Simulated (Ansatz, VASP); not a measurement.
MgSe: VASP beside Ansatz

Contents of INCAR:

```
PREC = Accurate ; ENCUT = 600
EDIFF = 1E-6 ; ISMEAR = 0
SIGMA = 0.01 ; LREAL = F
LASPH = T ; NELM = 120
ALGO = Normal ; ISIF = 2
LWAVE = F ; LCHARG = T
GGA = PE ; LELF = T
LVHAR = T ; NBANDS = 11
GGA_COMPAT = F
```

Contents of KPOINTS:

```
Automatic mesh
0
Gamma
  6 6 6
```

File POSCAR:

```
MgSe
1.0
    0.0000000000      2.8084966839      2.8084966839
    2.8084966839      0.0000000000      2.8084966839
    2.8084966839      2.8084966839      0.0000000000
Mg Se
1 1
Direct
    0.0000000000      0.0000000000      0.0000000000
    0.5000000000      0.5000000000      0.5000000000
```

Input for Ansatz:

```yaml
crystal:
  lattice:
    - [0.0, 2.8084966839, 2.8084966839]
    - [2.8084966839, 0.0, 2.8084966839]
    - [2.8084966839, 2.8084966839, 0.0]
  atoms:
    - { symbol: Mg, position: [0.0, 0.0, 0.0] }
    - { symbol: Se, position: [0.5, 0.5, 0.5] }
kpoints:
  mp_grid: { grid: [6, 6, 6] }
hamiltonian:
  xc: pbe
scf:
  occupations: { method: fixed }
  n_extra_bands: 4
output:
  forces: true
  stress: true
  eigenvalues: true
```

Alike in both runs: task single point; functional PBE; k mesh 6 × 6 × 6; no spin polarisation.

|  | VASP | Ansatz |
| --- | --- | --- |
| version | VASP 6.6.1 | Ansatz 0.2.0 |
| potentials or method | VASP PAW PBE potentials, release 64 (Mg, Se) | plane waves, PAW |
| plane-wave cutoff (eV) | 600 | 420 |
| occupations | gaussian, width 0.01 eV | fixed |
| valence electrons in the cell | 8 | 26 |

```csv
,VASP,Ansatz,Ansatz less VASP
gap on the k mesh at the Fermi level (eV),1.64,1.67,+0.024
pressure (GPa),-3.2,-3.1,+0.12
```

VASP's potentials hold 8 valence electrons a cell and Ansatz's 26, so a difference there can come from the potentials and not from the codes.
